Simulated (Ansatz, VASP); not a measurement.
**SiC2: VASP beside Ansatz**

INCAR

```
PREC     = Accurate       # precision mode
ENCUT    = 520            # plane-wave cutoff, eV
EDIFF    = 1E-6           # SCF threshold, eV
ISMEAR   = 0              # smearing method
SIGMA    = 0.1            # smearing width, eV
LREAL    = F              # projectors in reciprocal space
LASPH    = T              # aspherical terms in the spheres
NELM     = 150            # most SCF steps
ALGO     = Normal         # electronic algorithm
ISIF     = 2              # what is computed and relaxed
LWAVE    = F              # write WAVECAR
LCHARG   = F              # write CHGCAR
ISPIN    = 2              # spin polarisation
MAGMOM   = 0 0 1 1 1 1    # initial moments
LORBIT   = 11             # projections on sites
GGA      = PE             # functional
NBANDS   = 25             # bands
```

KPOINTS

```
regular mesh
0
Gamma
  6 6 2
```

Contents of POSCAR:

```
SiC2
1.0
    2.6447227300      0.0000000000      0.0000000000
   -1.3223613600      2.2903970700      0.0000000000
    0.0000000000      0.0000000000     13.4789956300
Si C
2 4
Direct
    0.3333333300      0.6666666700      0.4166666700
    0.6666666700      0.3333333300      0.5833333300
    0.3333333300      0.6666666700      0.7500000000
    0.3333333300      0.6666666700      0.0833333300
    0.6666666700      0.3333333300      0.9166666700
    0.6666666700      0.3333333300      0.2500000000
```

Input for Ansatz:

```yaml
crystal:
  lattice:
    - [2.64472273, 0.0, 0.0]
    - [-1.32236136, 2.29039707, 0.0]
    - [0.0, 0.0, 13.47899563]
  atoms:
    - { symbol: Si, position: [0.33333333, 0.66666667, 0.41666667] }
    - { symbol: Si, position: [0.66666667, 0.33333333, 0.58333333] }
    - { symbol: C, position: [0.33333333, 0.66666667, 0.75], spin: 1.0 }
    - { symbol: C, position: [0.33333333, 0.66666667, 0.08333333], spin: 1.0 }
    - { symbol: C, position: [0.66666667, 0.33333333, 0.91666667], spin: 1.0 }
    - { symbol: C, position: [0.66666667, 0.33333333, 0.25], spin: 1.0 }
basis:
  ecutwfc: 420
kpoints:
  mp_grid: { grid: [6, 6, 2] }
hamiltonian:
  xc: pbe
scf:
  occupations: { method: gaussian, width: 0.1 }
  lower_state_search: "off"
output:
  forces: true
  stress: true
  eigenvalues: true
  populations: true
magnetization:
  spin_polarized: true
```

Alike in both runs: task single point; functional PBE; k mesh 6 × 6 × 2; occupations gaussian, width 0.1 eV; collinear spin.

|  | VASP | Ansatz |
| --- | --- | --- |
| version | VASP 6.6.1 | Ansatz 0.2.0 |
| potentials or method | VASP PAW PBE potentials, release 64 (Si, C), cutoff 520 eV | scalar-relativistic, plane waves, PAW |
| valence electrons in the cell | 24 | 24 |

```tsv
	VASP	Ansatz	Ansatz less VASP
gap on the k mesh at the Fermi level (eV)	none	none	-
pressure (GPa)	-18.5	-18.5	0.00
traceless stress, the component that is largest in VASP (GPa)	-3.56	-3.57	-0.011
rms of the force components (eV/Å)	0.580	0.581	+0.0013
net moment per atom (μB)	0.00	0.00	-0.001
```

Atom by atom the forces differ by 0.001 eV/Å (rms over components). A gap of «none» marks a metal or a gap that the smearing closes. With one functional, cell and mesh, what is left measures potentials, basis and numerics. Ansatz's warnings: seeded moment not kept.

The k mesh is coarse, so the values compare programs but aren't converged.
